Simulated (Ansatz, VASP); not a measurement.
## Two plane-wave programs on Hf

```
Hf
1.0
     3.20482    0.00000    0.00000
    -1.60241    2.77545    0.00000
     0.00000    0.00000    5.06769
Hf
2
Direct
  0.33333 0.66667 0.25000
  0.66667 0.33333 0.75000
```

Alike in both runs: functional PBE; k mesh 15 × 15 × 8; occupations gaussian, width 0.1 eV; no spin polarisation.

Ansatz relaxed the structure, and its values are those at the end. VASP's run is a single point on that final structure, the one shown.

|  | VASP | Ansatz |
| --- | --- | --- |
| version | VASP 6.6.1 | Ansatz 0.2.0 |
| potentials or method | VASP PAW PBE potentials, release 64 (Hf_pv), cutoff 520 eV | scalar-relativistic, plane waves, PAW |
| valence electrons in the cell | 20 | 52 |

VASP gave:

| Quantity | Value |
| --- | --- |
| gap on the k mesh at the Fermi level (eV) | none |
| pressure (GPa) | -0.4 |

**Question.** What did Ansatz give for the same quantities?

**Answer.** gap on the k mesh at the Fermi level (eV): none; pressure (GPa): 0.0.

A gap of «none» marks a metal or a gap that the smearing closes. VASP's potentials hold 20 valence electrons a cell and Ansatz's 52, so a difference there can come from the potentials and not from the codes.

Neither program's run includes spin-orbit coupling.
